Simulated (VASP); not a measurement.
Write the native input for VASP 6.6.1 that does the following.

| Quantity | Value |
| --- | --- |
| Task | single point |
| Functional | PBE |
| Potentials or basis | VASP PAW PBE potentials, release 64 (Cu) |
| Cutoff | 520 eV |
| k mesh | 24 × 24 × 24 |
| Occupations | gaussian, width 0.15 eV |
| Spin | no spin polarisation |
| Dipole correction | no |
| Further INCAR settings | ALGO = Fast; EDIFF = 1e-07; NBANDS = 12 |

The structure of Cu lies in POSCAR:

```
Cu
1.0
   -1.5070312054      1.5070312054      1.5320479235
    1.5070312054     -1.5070312054      1.5320479235
    1.5070312054      1.5070312054     -1.5320479235
Cu
1
Direct
    0.0000000000      0.0000000000      0.0000000000
```

These files were run (other wordings do the same):

INCAR

```
ALGO = Fast ; EDIFF = 1E-7
ENCUT = 520 ; GGA = PE
ISIF = 2 ; ISMEAR = 0
LASPH = True ; LCHARG = True
LELF = True ; LREAL = False
LVHAR = True ; LWAVE = False
NBANDS = 12 ; NELM = 60
PREC = Accurate ; SIGMA = 0.15
```

KPOINTS

```
k-points
0
Gamma
  24 24 24
```

Potentials or basis: VASP PAW PBE potentials, release 64 (Cu).

Command:

```console
$ cat potpaw_PBE.64/Cu/POTCAR > POTCAR
$ mpirun -np 1 vasp_std > vasp.out
```

Results of the run:

The pressure is -13.5 GPa and the band gap on the k mesh is zero (an odd number of electrons rules out a gap without spin polarisation).

Caveat: the cell stands under tension.

Run time: 4.8 min on 1 thread of Intel(R) Xeon(R) Platinum 8259CL CPU @ 2.50GHz (Skylake/Cascade Lake), with other jobs on the host, peak memory 0.27 GiB.
